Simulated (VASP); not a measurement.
# Ta4S in VASP: single point with PBE

Aim: the single point of Ta4S with PBE.

All numbers are computed with VASP 6.6.1; they aren't measurements. Logs are shortened: lines on timing, memory, paths and dates and some standing lists are left out, and cuts for length are marked.

### 1 The cell of the first run

The cell holds a slab with vacuum, 5 atoms: a = 3.319 Å, b = 3.319 Å, c = 20.300 Å, α = 90.00°, β = 90.00°, γ = 90.00°.

### 2 Single point, PBE

The input, INCAR:

```
  PREC = Accurate
  ENCUT = 520
  EDIFF = 1E-6
  ISMEAR = 0
  SIGMA = 0.1
  LREAL = False
  LASPH = True
  NELM = 80
  ALGO = Normal
  ISIF = 2
  LWAVE = False
  LCHARG = True
  LDIPOL = True
  IDIPOL = 3
  DIPOL = 0.5 0.5 0.358
  GGA = PE
  LELF = True
  LVHAR = True
  LVACPOTAV = True
  NBANDS = 33
```

The input, KPOINTS:

```
Automatic mesh
0
Gamma
  8 8 1
```

The input, POSCAR:

```
Ta4S
1.0
    3.3189671341      0.0000000000      0.0000000000
    0.0000000000      3.3189671341      0.0000000000
    0.0000000000      0.0000000000     20.2996559613
Ta S
4 1
Direct
    0.5000000000      0.5000000000      0.1970476745
    0.0000000000      0.0000000000      0.2787970189
    0.5000000000      0.5000000000      0.3599139055
    0.0000000000      0.0000000000      0.4334879359
    0.0000000000      0.5000000000      0.5193462750
```

Potentials or basis: VASP PAW PBE potentials, release 64 (Ta_pv, S).

The run is started by

```console
$ cat potpaw_PBE.64/Ta_pv/POTCAR potpaw_PBE.64/S/POTCAR > POTCAR
$ mpirun -np 1 vasp_std > vasp.out
```

OUTCAR:

```text
PREC = Accurate
   ENCUT = 520
   EDIFF = 1E-6
   ISMEAR = 0
   LREAL = False
   LASPH = True
   NELM = 80
   ISIF = 2
   GGA = PE

 ion  position               nearest neighbor table
   1  0.500  0.500  0.197-   2 2.87   2 2.87   2 2.87   2 2.87   3 3.31
   2  0.000  0.000  0.279-   3 2.87   3 2.87   3 2.87   3 2.87   1 2.87   1 2.87   1 2.87   1 2.87
                             4 3.14
   3  0.500  0.500  0.360-   4 2.78   4 2.78   4 2.78   4 2.78   2 2.87   2 2.87   2 2.87   2 2.87
                             1 3.31
   4  0.000  0.000  0.433-   5 2.41   5 2.41   3 2.78   3 2.78   3 2.78   3 2.78   2 3.14
   5  0.000  0.500  0.519-   4 2.41   4 2.41

  LATTYP: Found a simple tetragonal cell.
 ALAT       =     3.3189671341
 C/A-ratio  =     6.1162569984

  Lattice vectors:

 A1 = (   3.3189671341,   0.0000000000,   0.0000000000)
 A2 = (   0.0000000000,   3.3189671341,   0.0000000000)
 A3 = (   0.0000000000,   0.0000000000,  20.2996559613)

Analysis of symmetry for initial positions (statically):
=====================================================================
 Subroutine PRICEL returns:
 Original cell was already a primitive cell.

 Routine SETGRP: Setting up the symmetry group for a
 simple tetragonal supercell.

 Subroutine GETGRP returns: Found  4 space group operations
 (whereof  4 operations were pure point group operations)
 out of a pool of 16 trial point group operations.

The static configuration has the point symmetry C_2v.

Analysis of symmetry for dynamics (positions and initial velocities):
=====================================================================
 Subroutine PRICEL returns:
 Original cell was already a primitive cell.

 Routine SETGRP: Setting up the symmetry group for a
 simple tetragonal supercell.

 Subroutine GETGRP returns: Found  4 space group operations
 (whereof  4 operations were pure point group operations)
 out of a pool of 16 trial point group operations.

The dynamic configuration has the point symmetry C_2v.

 Subroutine INISYM returns: Found  4 space group operations
 (whereof  4 operations are pure point group operations),
 and found     1 'primitive' translations

----------------------------------------------------------------------------------------

                                     Primitive cell

  volume of cell :     223.6117

  direct lattice vectors                    reciprocal lattice vectors
     3.318967134  0.000000000  0.000000000     0.301298555  0.000000000  0.000000000
     0.000000000  3.318967134  0.000000000     0.000000000  0.301298555  0.000000000
     0.000000000  0.000000000 20.299655961     0.000000000  0.000000000  0.049261919

  length of vectors
[... 98 lines left out ...]
   NELECT =      50.0000    total number of electrons
   NUPDOWN=      -1.0000    fix difference up-down
   EMIN   =  10.00;   EMAX   =-10.00  energy-range for DOS
   EFERMI =   0.00;   METHOD = LEGACY
   ISMEAR =     0;   SIGMA  =   0.10  broadening in eV -4-tet -1-fermi 0-gaus
   EFERMI_NEDOS =   21; number of points for ismear=-14 and -15
   IALGO  =     38    algorithm
   IMIX   =      4    mixing-type and parameters
     AMIX     =   0.40;   BMIX     =  1.00
     AMIX_MAG =   1.60;   BMIX_MAG =  1.00
  volume/ion in A,a.u.               =      44.72       301.80
  Fermi-wavevector in a.u.,A,eV,Ry     =   0.993650  1.877726 13.433572  0.987340
  Thomas-Fermi vector in A             =   2.125546
   LORBIT       =      0    0 simple, 1 ext, 2 COOP (PROOUT), +10 PAW based schemes
   GGA     = PE    functional components
   LHFCALC =     F    Hartree Fock is set to
   AEXX    =    0.0000 exact exchange contribution
   IVDW    =     0    specifies the selected vdW correction
   LEPSILON=     F    determine dielectric tensor
   LRPA    =     F    only Hartree local field effects (RPA)
 non-spin polarized calculation
 Gauss-broadening in eV      SIGMA  =   0.10
  energy-cutoff  :      520.00
  volume of cell :      223.61
 maximum number of plane-waves:      6059
 NGX is ok and might be reduce to    28
   NGX = 13   NGY = 13   NGZ = 75

 dipolmoment           0.000000      0.000000     -0.005456 electrons x Angstroem

 number of electron      49.9999994 magnetization

 dipolmoment           0.000000      0.000000      0.116325 electrons x Angstroem

 Free energy of the ion-electron system (eV)
  ---------------------------------------------------
  ext. energy  EPLUGINS =         0.00000000
  ---------------------------------------------------
  free energy    TOTEN  =       -49.51855866 eV

  energy without entropy =      -49.49187690  energy(sigma->0) =      -49.50521778

 E-fermi :  -0.5025     XC(G=0):  -5.8869

 val. band max:       -0.5055378093   @ k =   0.1250   0.0000   0.0000
 cond. band min:      -0.4870042426   @ k =   0.5000   0.0000   0.0000
 fundamental gap:      0.0185335667
 Fermi energy:        -0.5024912557

 k-point     1 :       0.0000    0.0000    0.0000
  band No.  band energies     occupation
      1     -35.4428      2.00000
      2     -35.2718      2.00000
      3     -35.2495      2.00000
      4     -34.8266      2.00000
      5     -34.7545      2.00000
      6     -34.7446      2.00000
[... 853 lines left out ...]
     32       3.2618      0.00000
     33       3.7866      0.00000

 [... further k-points ...]

------------------------ aborting loop because EDIFF is reached ----------------------------------------

  FORCE on cell =-STRESS in cart. coord.  units (eV):
  Direction    XX          YY          ZZ          XY          YZ          ZX
  --------------------------------------------------------------------------------------
  -------------------------------------------------------------------------------------
  Total       -0.8053962     -2.2596230      1.6277876      0.0000000      0.0000000      0.0000000
  in kB       -5.7706614    -16.1901913     11.6630929      0.0000000      0.0000000      0.0000000
  external PRESSURE =      -3.4325866 kB  Pullay stress =       0.0000000 kB

 VOLUME and BASIS-vectors are now :
 -----------------------------------------------------------------------------
  energy-cutoff  :      520.00
  volume of cell :      223.61
      direct lattice vectors                 reciprocal lattice vectors
     3.318967134  0.000000000  0.000000000     0.301298555  0.000000000  0.000000000
     0.000000000  3.318967134  0.000000000     0.000000000  0.301298555  0.000000000
     0.000000000  0.000000000 20.299655961     0.000000000  0.000000000  0.049261919

 POSITION                                       TOTAL-FORCE (eV/Angst)
 -----------------------------------------------------------------------------------
      1.65948      1.65948      4.00000         0.000000      0.000000      1.058499
      0.00000      0.00000      5.65948         0.000000      0.000000     -1.282585
      1.65948      1.65948      7.30613         0.000000      0.000000     -1.805108
      0.00000      0.00000      8.79966         0.000000      0.000000      2.021369
      0.00000      1.65948     10.54255         0.000000      0.000000      0.007824
 -----------------------------------------------------------------------------------
    total drift:                               -0.000000      0.000000      0.000226

  FREE ENERGIE OF THE ION-ELECTRON SYSTEM (eV)
  ---------------------------------------------------
  free  energy   TOTEN  =       -49.5185586618 eV

  energy  without entropy=      -49.4918769010  energy(sigma->0) =      -49.50521778

 vacuum level on the upper side and lower side of the slab         5.395         3.483
```

stdout:

```text
POSCAR found type information on POSCAR TaS
 POSCAR found :  2 types and       5 ions
 scaLAPACK will be used
 LDA part: xc-table for (Slater+PW92), standard interpolation
 POSCAR, INCAR and KPOINTS ok, starting setup
 FFT: planning ... GRIDC
 FFT: planning ... GRID_SOFT
 FFT: planning ... GRID
 WAVECAR not read
 entering main loop
 -----------------------------------------------------------------------------
|                                                                             |
|           W    W    AA    RRRRR   N    N  II  N    N   GGGG   !!!           |
|           W    W   A  A   R    R  NN   N  II  NN   N  G    G  !!!           |
|           W    W  A    A  R    R  N N  N  II  N N  N  G       !!!           |
|           W WW W  AAAAAA  RRRRR   N  N N  II  N  N N  G  GGG   !            |
|           WW  WW  A    A  R   R   N   NN  II  N   NN  G    G                |
|           W    W  A    A  R    R  N    N  II  N    N   GGGG   !!!           |
|                                                                             |
|     Did not find any points to average over, which means that no vacuum     |
|     field-free region was found. Please increase the size of  your cell     |
|     in the dimension of the dipole correction to obtain accurate            |
|     workfunction values.                                                    |
|                                                                             |
 -----------------------------------------------------------------------------
```

Wall time 14 min (1 thread of Intel Xeon 8259CL, shared host); peak memory 0.43 GiB.

What came out:

```yaml
Free_energy: -49.5186 eV
Largest_force: 2.021 eV/Å
Band_gap_on_the_k_mesh: zero (bands 25 and 26 overlap by 0.60 eV)
```

Forces in eV/Å, atoms in the order of the input:
```
Ta   0.000  0.000  1.058
Ta   0.000  0.000 -1.283
Ta   0.000  0.000 -1.805
Ta   0.000  0.000  2.021
S    0.000  0.000  0.008
```

Levels at points of the mesh, in eV from the Fermi level:
```tsv
k point	band 22	band 23	band 24	band 25	band 26	band 27	band 28	band 29
(0.00, 0.00, 0.00)	-0.83	-0.13	0.39	0.40	0.44	0.52	0.90	1.06
(0.50, 0.00, 0.00)	-0.97	-0.73	-0.10	0.02	0.11	0.72	1.13	1.23
(0.00, 0.50, 0.00)	-1.18	-0.86	-0.61	0.21	0.24	0.96	1.22	1.32
(0.50, 0.50, 0.00)	-1.56	-1.37	-0.66	-0.47	-0.11	1.50	2.09	2.24
```

Caveat: spin-orbit coupling is left out, which moves the levels of the heavy elements.
